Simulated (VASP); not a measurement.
Input of a VASP 6.6.1 run:

File INCAR:

```
  PREC = Accurate
  ENCUT = 600
  EDIFF = 1E-6
  ISMEAR = 0
  SIGMA = 0.1
  LREAL = False
  LASPH = True
  NELM = 80
  ALGO = Normal
  ISIF = 3
  LWAVE = False
  LCHARG = False
  GGA = PE
  IBRION = 2
  NSW = 90
  EDIFFG = -0.04
```

KPOINTS

```
regular mesh
0
Gamma
  6 6 6
```

File POSCAR:

```
BeS
1.0
    0.0000000000      3.1063293736      3.1063293736
    3.1063293736      0.0000000000      3.1063293736
    3.1063293736      3.1063293736      0.0000000000
Be S
2 2
Direct
    0.5000000000      0.5000000000      0.5000000000
    0.7500000000      0.7500000000      0.7500000000
    0.0000000000      0.0000000000      0.0000000000
    0.2500000000      0.2500000000      0.2500000000
```

Potentials or basis: VASP PAW PBE potentials, release 64 (Be, S).

The run is started by

```bash
$ cat potpaw_PBE.64/Be/POTCAR potpaw_PBE.64/S/POTCAR > POTCAR
$ mpirun -np 1 vasp_std > vasp.out
```

(1) What does it give for the relaxed volume?

(2) Estimate the relaxed cell.

(3) What does it give for the space group after relaxing (to 0.05 Å)?

(4) Estimate the band gap on the k mesh.

Answers

(1) 13.07 Å³/atom.

(2) a = 4.198 Å, b = 4.198 Å, c = 4.198 Å, α = 60.00°, β = 60.00°, γ = 60.00°.

(3) Fd-3m (No. 227).

(4) zero (band 8 reaches 8.10 eV, above the bottom of band 9 at 5.38 eV).
